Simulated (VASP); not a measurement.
Write the native input for VASP 6.6.1 that does the following.

| Item | Value |
| --- | --- |
| Task | single point |
| Functional | PBE0 |
| Potentials or basis | VASP PAW PBE potentials, release 64 (Se, Ga_d) |
| Cutoff | 520 eV |
| k mesh | 4 × 4 × 4 |
| Occupations | fermi-dirac, width 0.05 eV |
| Spin | no spin polarisation |
| Dipole correction | no |
| Grid for exact exchange (PRECFOCK) | Normal |
| Further INCAR settings | ALGO = Normal; EDIFF = 1e-06; NBANDS = 30 |
| Share of exact exchange | 0.25 |

Crystal: Ga3Se.

```
CELL_PARAMETERS angstrom
4.43246 0.00000 0.00000
0.00000 4.43246 0.00000
0.00000 0.00000 4.43246
ATOMIC_POSITIONS crystal
Se 0.00000 0.00000 0.00000
Ga 0.50000 0.50000 0.00000
Ga 0.50000 0.00000 0.50000
Ga 0.00000 0.50000 0.50000
```

One way to write it, as run:

POSCAR

```
Ga3Se
1.0
    4.4324650000      0.0000000000      0.0000000000
    0.0000000000      4.4324650000      0.0000000000
    0.0000000000      0.0000000000      4.4324650000
Se Ga
1 3
Direct
    0.0000000000      0.0000000000      0.0000000000
    0.5000000000      0.5000000000      0.0000000000
    0.5000000000      0.0000000000      0.5000000000
    0.0000000000      0.5000000000      0.5000000000
```

INCAR.step1

```
PREC     = Accurate       # precision mode
ENCUT    = 520            # plane-wave cutoff, eV
EDIFF    = 1E-5           # SCF threshold, eV
ISMEAR   = -1             # smearing method
SIGMA    = 0.05           # smearing width, eV
LREAL    = F              # projectors in reciprocal space
LASPH    = T              # aspherical terms in the spheres
NELM     = 100            # most SCF steps
ALGO     = Normal         # electronic algorithm
ISIF     = 2              # what is computed and relaxed
LWAVE    = T              # write WAVECAR
GGA      = PE             # functional
NBANDS   = 30             # bands
KPAR     = 4
```

INCAR.step2

```
PREC     = Accurate       # precision mode
ENCUT    = 520            # plane-wave cutoff, eV
EDIFF    = 1E-6           # SCF threshold, eV
ISMEAR   = -1             # smearing method
SIGMA    = 0.05           # smearing width, eV
LREAL    = F              # projectors in reciprocal space
LASPH    = T              # aspherical terms in the spheres
NELM     = 100            # most SCF steps
ALGO     = Normal         # electronic algorithm
ISIF     = 2              # what is computed and relaxed
LWAVE    = F              # write WAVECAR
LCHARG   = T              # write CHGCAR
GGA      = PE             # functional
LHFCALC  = T              # exact exchange
AEXX     = 0.25           # exact-exchange fraction
PRECFOCK = Normal       
LVHAR    = T            
ISTART   = 1            
NBANDS   = 30             # bands
KPAR     = 4
```

KPOINTS

```
regular mesh
0
Gamma
  4 4 4
```

Potentials or basis: VASP PAW PBE potentials, release 64 (Se, Ga_d).

The run is started by

```bash
$ cat potpaw_PBE.64/Se/POTCAR potpaw_PBE.64/Ga_d/POTCAR > POTCAR
$ cp INCAR.step1 INCAR
$ mpirun -np 4 vasp_std > vasp.out
$ cp INCAR.step2 INCAR
$ mpirun -np 4 vasp_std > vasp.out
```

Results of the run:

- Pressure: -0.9 GPa
- Band gap on the k mesh: zero (an odd number of electrons rules out a gap without spin polarisation)

Caveat: the PAW data sets were made with another functional, which shifts forces and pressure a little.

It took 55 min on 4 MPI ranks on Oxide Virtual Turin-like Processor, on a shared host, peak memory 0.22 GiB a rank.
